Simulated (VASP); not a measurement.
# Co2HPdO4 in VASP: relaxation of the atoms with PBEsol

Aim: the relaxation of the atoms of Co2HPdO4 with PBEsol.

All numbers are computed with VASP 6.6.1; they aren't measurements. Logs are shortened: lines on timing, memory, paths and dates and some standing lists are left out, and cuts for length are marked.

### 1 The cell of the first run

The cell holds a slab with vacuum, 8 atoms: a = 2.815 Å, b = 2.815 Å, c = 26.781 Å, α = 90.00°, β = 90.00°, γ = 120.00°.

### 2 Relaxation of the atoms, PBEsol

File INCAR:

```
SYSTEM = Co2HPdO4
PREC = Accurate
ENCUT = 520
EDIFF = 1E-7
ISMEAR = 0
SIGMA = 0.1
LREAL = .FALSE.
LASPH = .TRUE.
NELM = 80
ALGO = Normal
ISIF = 2
LWAVE = .FALSE.
LCHARG = .FALSE.
LDIPOL = .TRUE.
IDIPOL = 3
DIPOL = 0.5 0.5 0.485
GGA = PS
IBRION = 2
NSW = 90
EDIFFG = -0.03
```

File KPOINTS:

```
regular mesh
0
G
  12 12 1
  0 0 0
```

File POSCAR:

```
Co2HPdO4
1.0
    2.8149341055      0.0000000000      0.0000000000
   -1.4074670527      2.4378044453      0.0000000000
    0.0000000000      0.0000000000     26.7806301527
O Co Pd H
4 2 1 1
Selective dynamics
Direct
    0.0000000000      0.0000000000      0.3173935771  F F F
    0.6666666667      0.3333333333      0.3885818984  F F F
    0.6666666667      0.3333333333      0.5366390523  T T T
    0.3333333333      0.6666666667      0.6059737673  T T T
    0.3333333333      0.6666666667      0.3529877377  F F F
    0.0000000000      0.0000000000      0.5731669845  T T T
    0.6666666667      0.3333333333      0.4625774266  T T T
    0.3333333333      0.6666666667      0.6425673797  T T T
```

Potentials or basis: VASP PAW PBE potentials, release 64 (O, Co, Pd, H).

Run with:

```sh
cat potpaw_PBE.64/O/POTCAR potpaw_PBE.64/Co/POTCAR potpaw_PBE.64/Pd/POTCAR potpaw_PBE.64/H/POTCAR > POTCAR
mpirun -np 1 vasp_std > vasp.out
```

OUTCAR:

```text
SYSTEM = Co2HPdO4
   PREC = Accurate
   ENCUT = 520
   EDIFF = 1E-7
   ISMEAR = 0
   LREAL = .FALSE.
   LASPH = .TRUE.
   NELM = 80
   ISIF = 2
   GGA = PS
   IBRION = 2
   NSW = 90
   EDIFFG = -0.03

 ion  position               nearest neighbor table
   1  0.000  0.000  0.317-   5 1.88   5 1.88   5 1.88
   2  0.667  0.333  0.389-   5 1.88   5 1.88   5 1.88   7 1.98
   3  0.667  0.333  0.537-   6 1.90   6 1.90   6 1.90   7 1.98
   4  0.333  0.667  0.606-   8 0.98   6 1.85   6 1.85   6 1.85
   5  0.333  0.667  0.353-   1 1.88   1 1.88   1 1.88   2 1.88   2 1.88   2 1.88
   6  0.000  0.000  0.573-   4 1.85   4 1.85   4 1.85   3 1.90   3 1.90   3 1.90
   7  0.667  0.333  0.463-   2 1.98   3 1.98
   8  0.333  0.667  0.643-   4 0.98

  LATTYP: Found a hexagonal cell.
 ALAT       =     2.8149341055
 C/A-ratio  =     9.5137680489

  Lattice vectors:

 A1 = (   2.8149341055,   0.0000000000,   0.0000000000)
 A2 = (  -1.4074670527,   2.4378044453,   0.0000000000)
 A3 = (   0.0000000000,   0.0000000000,  26.7806301527)

Analysis of symmetry for initial positions (statically):
=====================================================================
 Subroutine PRICEL returns:
 Original cell was already a primitive cell.

 Routine SETGRP: Setting up the symmetry group for a
 hexagonal supercell.

 Subroutine GETGRP returns: Found  6 space group operations
 (whereof  6 operations were pure point group operations)
 out of a pool of 24 trial point group operations.

The static configuration has the point symmetry C_3v.

Analysis of symmetry for dynamics (positions and initial velocities):
=====================================================================
 Subroutine PRICEL returns:
 Original cell was already a primitive cell.

 Routine SETGRP: Setting up the symmetry group for a
 hexagonal supercell.

 Subroutine GETGRP returns: Found  6 space group operations
 (whereof  6 operations were pure point group operations)
 out of a pool of 24 trial point group operations.

The dynamic configuration has the point symmetry C_3v.

Analysis of constrained symmetry for selective dynamics:
=====================================================================
 Subroutine PRICEL returns:
 Original cell was already a primitive cell.

 Routine SETGRP: Setting up the symmetry group for a
 hexagonal supercell.

 Subroutine GETGRP returns: Found  6 space group operations
 (whereof  6 operations were pure point group operations)
 out of a pool of 24 trial point group operations.

The constrained configuration has the point symmetry C_3v.

 Subroutine INISYM returns: Found  6 space group operations
 (whereof  6 operations are pure point group operations),
 and found     1 'primitive' translations

----------------------------------------------------------------------------------------

                                     Primitive cell

  volume of cell :     183.7756

  direct lattice vectors                    reciprocal lattice vectors
     2.814934105  0.000000000  0.000000000     0.355248103  0.205102588  0.000000000
    -1.407467053  2.437804445  0.000000000     0.000000000  0.410205175  0.000000000
     0.000000000  0.000000000 26.780630153     0.000000000  0.000000000  0.037340421

  length of vectors
     2.814934105  2.814934105 26.780630153     0.410205175  0.410205175  0.037340421

  position of ions in fractional coordinates (direct lattice)
     0.000000000  0.000000000  0.317393577
     0.666666667  0.333333333  0.388581898
     0.666666667  0.333333333  0.536639052
     0.333333333  0.666666667  0.605973767
     0.333333333  0.666666667  0.352987738
     0.000000000  0.000000000  0.573166984
     0.666666667  0.333333333  0.462577427
     0.333333333  0.666666667  0.642567380

  ion indices of the primitive-cell ions
   primitive index   ion index
                 1           1
                 2           2
                 3           3
                 4           4
                 5           5
                 6           6
                 7           7
                 8           8

----------------------------------------------------------------------------------------

 KPOINTS: regular mesh

Automatic generation of k-mesh.
 Grid dimensions read from file:
 generate k-points for:   12   12    1

 Generating k-lattice:

  Cartesian coordinates                     Fractional coordinates (reciprocal lattice)
     0.029604009  0.017091882  0.000000000     0.083333333 -0.000000000  0.000000000
     0.000000000  0.034183765  0.000000000     0.000000000  0.083333333  0.000000000
     0.000000000  0.000000000  0.037340421     0.000000000  0.000000000  1.000000000

  Length of vectors
     0.034183765  0.034183765  0.037340421

  Shift w.r.t. Gamma in fractional coordinates (k-lattice)
     0.000000000  0.000000000  0.000000000

 Subroutine IBZKPT returns following result:
 ===========================================

 Found     19 irreducible k-points:

 Following reciprocal coordinates:
            Coordinates               Weight
  0.000000  0.000000  0.000000      1.000000
  0.083333 -0.000000  0.000000      6.000000
  0.166667  0.000000  0.000000      6.000000
  0.250000  0.000000  0.000000      6.000000
  0.333333 -0.000000  0.000000      6.000000
  0.416667 -0.000000  0.000000      6.000000
[... 11 lines left out ...]
  0.333333  0.250000  0.000000     12.000000
  0.333333  0.333333  0.000000      2.000000
   k-points           NKPTS =     19   k-points in BZ     NKDIM =     19   number of bands    NBANDS=     31
   number of dos      NEDOS =    301   number of ions     NIONS =      8
   total plane-waves  NPLWV = 115200
   dimension x,y,z NGX =    24 NGY =   24 NGZ =  200
   dimension x,y,z NGXF=    48 NGYF=   48 NGZF=  400
   ions per type =               4   2   1   1
   NGX,Y,Z   is equivalent  to a cutoff of  14.17, 14.17, 12.42 a.u.
   NGXF,Y,Z  is equivalent  to a cutoff of  28.35, 28.35, 24.83 a.u.
 SYSTEM =  Co2HPdO4
   PREC   = accura    normal or accurate (medium, high low for compatibility)
   ISTART =      0    job   : 0-new  1-cont  2-samecut
   ICHARG =      2    charge: 1-file 2-atom 10-const
   ISPIN  =      1    spin polarized calculation?
   LNONCOLLINEAR =      F non collinear calculations
   LSORBIT =      F    spin-orbit coupling
   LASPH  =      T    aspherical Exc in radial PAW
   ENCUT  =  520.0 eV  38.22 Ry    6.18 a.u.   5.23  5.23 49.79*2*pi/ulx,y,z
   NELM   =     80;   NELMIN=  2; NELMDL= -5     # of ELM steps
   EDIFF  = 0.1E-06   stopping-criterion for ELM
   LREAL  =      F    real-space projection
   EDIFFG = -.3E-01   stopping-criterion for IOM
   NSW    =     90    number of steps for IOM
   IBRION =      2    ionic relax: 0-MD 1-quasi-New 2-CG
   NFREE  =      1    steps in history (QN), initial steepest desc. (CG)
   ISIF   =      2    stress and relaxation
   ISYM   =      2    0-nonsym 1-usesym 2-fastsym
   POTIM  = 0.5000    time-step for ionic-motion
   TEBEG  =    0.0;   TEEND  =   0.0 temperature during run
   PSTRESS=    0.0 pullay stress
   NELECT =      53.0000    total number of electrons
   NUPDOWN=      -1.0000    fix difference up-down
   EMIN   =  10.00;   EMAX   =-10.00  energy-range for DOS
   EFERMI =   0.00;   METHOD = LEGACY
   ISMEAR =     0;   SIGMA  =   0.10  broadening in eV -4-tet -1-fermi 0-gaus
   EFERMI_NEDOS =   21; number of points for ismear=-14 and -15
   IALGO  =     38    algorithm
   IMIX   =      4    mixing-type and parameters
     AMIX     =   0.40;   BMIX     =  1.00
     AMIX_MAG =   1.60;   BMIX_MAG =  1.00
  volume/ion in A,a.u.               =      22.97       155.02
  Fermi-wavevector in a.u.,A,eV,Ry     =   1.081610  2.043947 15.917196  1.169881
  Thomas-Fermi vector in A             =   2.217631
   LORBIT       =      0    0 simple, 1 ext, 2 COOP (PROOUT), +10 PAW based schemes
   GGA     = PS    functional components
   LHFCALC =     F    Hartree Fock is set to
   AEXX    =    0.0000 exact exchange contribution
   IVDW    =     0    specifies the selected vdW correction
   LEPSILON=     F    determine dielectric tensor
   LRPA    =     F    only Hartree local field effects (RPA)
 conjugate gradient relaxation of ions
 non-spin polarized calculation
 Gauss-broadening in eV      SIGMA  =   0.10
  energy-cutoff  :      520.00
  volume of cell :      183.78
 maximum number of plane-waves:      4975
 NGX is ok and might be reduce to    24
   NGX = 11   NGY = 11   NGZ = 99

 dipolmoment           0.000000      0.000000      0.066661 electrons x Angstroem

--------------------------------------- Ionic step        1  -------------------------------------------

 number of electron      53.0000008 magnetization

 Free energy of the ion-electron system (eV)
  ---------------------------------------------------
  ext. energy  EPLUGINS =         0.00000000
  ---------------------------------------------------
  free energy    TOTEN  =       -52.12243011 eV

  energy without entropy =      -52.09358447  energy(sigma->0) =      -52.10800729

------------------------ aborting loop because EDIFF is reached ----------------------------------------

  FORCE on cell =-STRESS in cart. coord.  units (eV):
  Direction    XX          YY          ZZ          XY          YZ          ZX
  --------------------------------------------------------------------------------------
  -------------------------------------------------------------------------------------
  Total        2.3939406      2.3939406      1.8488699      0.0000000      0.0000000      0.0000000
  in kB       20.8706544     20.8706544     16.1186643      0.0000000      0.0000000      0.0000000
  external PRESSURE =      19.2866577 kB  Pullay stress =       0.0000000 kB
[... 107 lines left out ...]
  FREE ENERGIE OF THE ION-ELECTRON SYSTEM (eV)
  ---------------------------------------------------
  free  energy   TOTEN  =       -52.2407480302 eV

  energy  without entropy=      -52.2098849213  energy(sigma->0) =      -52.22531648

[... ionic steps 4 to 16 ...]

--------------------------------------- Ionic step       17  -------------------------------------------

 number of electron      53.0000000 magnetization

------------------------ aborting loop because EDIFF is reached ----------------------------------------

  FORCE on cell =-STRESS in cart. coord.  units (eV):
  Direction    XX          YY          ZZ          XY          YZ          ZX
  --------------------------------------------------------------------------------------
  -------------------------------------------------------------------------------------
  Total        0.4031381      0.4031381     -0.5745027      0.0000000     -0.0000000      0.0000000
  in kB        3.5146055      3.5146055     -5.0085814      0.0000000     -0.0000000      0.0000000
  external PRESSURE =       0.6735432 kB  Pullay stress =       0.0000000 kB
[... 69 lines left out ...]
  energy  without entropy=      -52.2856931296  energy(sigma->0) =      -52.30170489

--------------------------------------- Ionic step       19  -------------------------------------------

 number of electron      52.9999995 magnetization

 dipolmoment           0.000000      0.000000     -0.197419 electrons x Angstroem

 Free energy of the ion-electron system (eV)
  ---------------------------------------------------
  ext. energy  EPLUGINS =         0.00000000
  ---------------------------------------------------
  free energy    TOTEN  =       -52.31796550 eV

  energy without entropy =      -52.28596459  energy(sigma->0) =      -52.30196504

 E-fermi :  -0.2260     XC(G=0):  -5.3869

 val. band max:       -0.2355398943   @ k =   0.0000   0.0000   0.0000
 cond. band min:      -0.2094169201   @ k =   0.0833  -0.0000   0.0000
 fundamental gap:      0.0261229743
 Fermi energy:        -0.2260286828

 k-point     1 :       0.0000    0.0000    0.0000
  band No.  band energies     occupation
      1     -23.0036      2.00000
      2     -20.9720      2.00000
      3     -20.6490      2.00000
      4     -18.2346      2.00000
      5     -11.0921      2.00000
      6      -7.8184      2.00000
[... 635 lines left out ...]
     30       1.5058      0.00000
     31       1.6759      0.00000

------------------------ aborting loop because EDIFF is reached ----------------------------------------

 vacuum level on the upper side and lower side of the slab       (xc-potential included)        -2.643         2.528

  FORCE on cell =-STRESS in cart. coord.  units (eV):
  Direction    XX          YY          ZZ          XY          YZ          ZX
  --------------------------------------------------------------------------------------
  -------------------------------------------------------------------------------------
  Total        0.4048850      0.4048850     -0.7889609      0.0000000      0.0000000      0.0000000
  in kB        3.5298350      3.5298350     -6.8782531      0.0000000      0.0000000      0.0000000
  external PRESSURE =       0.0604723 kB  Pullay stress =       0.0000000 kB

 VOLUME and BASIS-vectors are now :
 -----------------------------------------------------------------------------
  energy-cutoff  :      520.00
  volume of cell :      183.78
      direct lattice vectors                 reciprocal lattice vectors
     2.814934105  0.000000000  0.000000000     0.355248103  0.205102588  0.000000000
    -1.407467053  2.437804445  0.000000000     0.000000000  0.410205175  0.000000000
     0.000000000  0.000000000 26.780630153     0.000000000  0.000000000  0.037340421
[... 14 lines left out ...]
  FREE ENERGIE OF THE ION-ELECTRON SYSTEM (eV)
  ---------------------------------------------------
  free  energy   TOTEN  =       -52.3179654970 eV

  energy  without entropy=      -52.2859645856  energy(sigma->0) =      -52.30196504

 reached required accuracy - stopping structural energy minimisation

 vacuum level on the upper side and lower side of the slab         2.157         7.433
```

Wall time 58 min (1 thread of Intel Xeon Platinum 8259CL at 2.50GHz (Skylake/Cascade Lake), shared host); peak memory 0.43 GiB.

What came out:

```
Free energy               : -52.3180 eV
Energy gained by relaxing : 24.4 meV/atom
Ionic steps               : 19
Band gap on the k mesh    : zero (an odd number of electrons rules out a gap without spin polarisation)
```

Step by step:
| step | energy change (eV) | largest force on free atoms (eV/Å) | pressure (GPa) |
| --- | --- | --- | --- |
| 1 | 0.0000 | 2.5397 | 1.93 |
| 2 | 0.0171 | 3.7110 | 2.34 |
| 3 | -0.1183 | 1.7660 | 1.90 |
| 4 | -0.0948 | 1.9449 | 0.81 |
| 5 | -0.1541 | 0.7870 | 1.38 |
| 6 | -0.1790 | 0.3173 | 0.97 |
| 7 | -0.1792 | 0.3380 | 0.93 |
| 8 | -0.1831 | 0.2611 | 0.88 |
| 9 | -0.1831 | 0.2511 | 0.89 |
| 10 | -0.1835 | 0.3874 | 0.71 |
| 11 | -0.1841 | 0.1754 | 0.79 |
| 12 | -0.1861 | 0.1646 | 0.71 |
| 13 | -0.1904 | 0.2003 | 0.46 |
| 14 | -0.1909 | 0.4476 | -0.01 |
| 15 | -0.1920 | 0.3408 | 0.20 |
| 16 | -0.1932 | 0.2817 | 0.16 |
| 17 | -0.1952 | 0.1084 | 0.07 |
| 18 | -0.1953 | 0.1494 | 0.04 |
| 19 | -0.1955 | 0.0242 | 0.01 |

Final structure:
```cif
data_structure
_symmetry_space_group_name_H-M 'P 1'
_symmetry_Int_Tables_number 1
_cell_length_a 2.8149
_cell_length_b 2.8149
_cell_length_c 26.7806
_cell_angle_alpha 90.000
_cell_angle_beta 90.000
_cell_angle_gamma 120.000
_cell_volume 183.78
loop_
_atom_site_label
_atom_site_type_symbol
_atom_site_fract_x
_atom_site_fract_y
_atom_site_fract_z
_atom_site_occupancy
O1 O 0.00000 0.00000 0.31739 1
O2 O 0.66667 0.33333 0.38858 1
O3 O 0.66667 0.33333 0.53715 1
O4 O 0.33333 0.66667 0.61183 1
Co1 Co 0.33333 0.66667 0.35299 1
Co2 Co 0.00000 0.00000 0.57250 1
Pd1 Pd 0.66667 0.33333 0.46245 1
H1 H 0.33333 0.66667 0.64853 1
```

Levels at points of the mesh, in eV from the Fermi level:
| k point | band 23 | band 24 | band 25 | band 26 | band 27 | band 28 | band 29 | band 30 | band 31 |
| --- | --- | --- | --- | --- | --- | --- | --- | --- | --- |
| (0.00, 0.00, 0.00) | -1.38 | -1.38 | -1.13 | -1.13 | -0.17 | -0.01 | 1.01 | 1.01 | 2.23 |
| (0.50, 0.00, 0.00) | -1.10 | -0.81 | -0.45 | -0.45 | 0.06 | 0.82 | 0.89 | 2.03 | 2.32 |

Caveat: the PAW data sets were made with another functional, which shifts forces and pressure a little; an odd number of electrons without spin polarisation forces a metal; a magnetic or distorted state may lie lower; the run has no spin polarisation, though such a crystal can be magnetic; semilocal functionals often make such compounds metallic where correlation or magnetic order opens a gap, which also shifts bond lengths. With open d or f shells a metallic result of PBEsol can be an artefact of self-interaction; +U or a hybrid may open a gap.

The gap in the log of VASP goes by the Fermi energy; the results here count the filled bands.